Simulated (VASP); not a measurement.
Here is a VASP 6.6.1 calculation.

INCAR

```
  PREC = Accurate
  ENCUT = 520
  EDIFF = 1E-6
  ISMEAR = 0
  SIGMA = 0.01
  LREAL = False
  LASPH = True
  NELM = 100
  ALGO = Normal
  ISIF = 2
  LWAVE = False
  LCHARG = False
  GGA = PE
  NBANDS = 15
```

Contents of KPOINTS:

```
Automatic mesh
0
Gamma
  6 6 6
```

The input POSCAR:

```
SrO
1.0
    3.1028650693      0.0000000000      0.0000000000
    0.0000000000      3.1028650693      0.0000000000
    0.0000000000      0.0000000000      3.1028650693
Sr O
1 1
Direct
    0.0000000000      0.0000000000      0.0000000000
    0.5000000000      0.5000000000      0.5000000000
```

Potentials or basis: VASP PAW PBE potentials, release 64 (Sr_sv, O).

The run is started by

```console
$ cat potpaw_PBE.64/Sr_sv/POTCAR potpaw_PBE.64/O/POTCAR > POTCAR
$ mpirun -np 1 vasp_std > vasp.out
```

(1) What does it give for the pressure?

(2) Estimate the band gap on the k mesh.

Answers

(1) 3.6 GPa.

(2) 2.75 eV, indirect (least direct gap 2.81 eV).
